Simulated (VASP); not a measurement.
Input of a VASP 6.6.1 run:

POSCAR

```
Mo
1.0
   -1.5734150000      1.5734150000      1.5734150000
    1.5734150000     -1.5734150000      1.5734150000
    1.5734150000      1.5734150000     -1.5734150000
Mo
1
Direct
    0.0000000000      0.0000000000      0.0000000000
```

Contents of INCAR.step1:

```
SYSTEM = Mo
PREC = Accurate
ENCUT = 600
ISMEAR = -1
SIGMA = 0.05
LREAL = .False.
LASPH = .True.
NELM = 80
GGA = PE
ALGO = Normal
EDIFF = 1E-4
LWAVE = .True.
LCHARG = .False.
```

The input INCAR.step2:

```
SYSTEM = Mo
PREC = Accurate
ENCUT = 600
EDIFF = 1E-7
ISMEAR = -1
SIGMA = 0.05
LREAL = .False.
LASPH = .True.
NELM = 80
ALGO = Normal
ISIF = 8
LWAVE = .False.
LCHARG = .False.
METAGGA = R2SCAN
LMIXTAU = .True.
IBRION = 2
NSW = 60
EDIFFG = -0.01
ISTART = 1
```

File KPOINTS:

```
Automatic mesh
0
Gamma
  10 10 10
  0 0 0
```

Potentials or basis: VASP PAW PBE potentials, release 64 (Mo_sv).

Command:

```console
$ cat potpaw_PBE.64/Mo_sv/POTCAR > POTCAR
$ cp INCAR.step1 INCAR
$ mpirun -np 1 vasp_std > vasp.out
$ cp INCAR.step2 INCAR
$ mpirun -np 1 vasp_std > vasp.out
```

Q: Predict the relaxed volume.

A: 15.69 Å³/atom.

Q: Predict the relaxed cell.

A: a = 2.731 Å, b = 2.731 Å, c = 2.731 Å, α = 109.47°, β = 109.47°, γ = 109.47°.

Q: What does it give for the space group after relaxing (to 0.05 Å)?

A: Im-3m (No. 229).

Final structure:
```cif
data_structure
_symmetry_space_group_name_H-M 'P 1'
_symmetry_Int_Tables_number 1
_cell_length_a 2.7314
_cell_length_b 2.7314
_cell_length_c 2.7314
_cell_angle_alpha 109.471
_cell_angle_beta 109.471
_cell_angle_gamma 109.471
_cell_volume 15.69
loop_
_atom_site_label
_atom_site_type_symbol
_atom_site_fract_x
_atom_site_fract_y
_atom_site_fract_z
_atom_site_occupancy
Mo1 Mo 0.00000 0.00000 0.00000 1
```

Caveat: the PAW data sets were made with another functional, which shifts forces and pressure a little. Zero-point motion and thermal expansion aren't in these numbers.
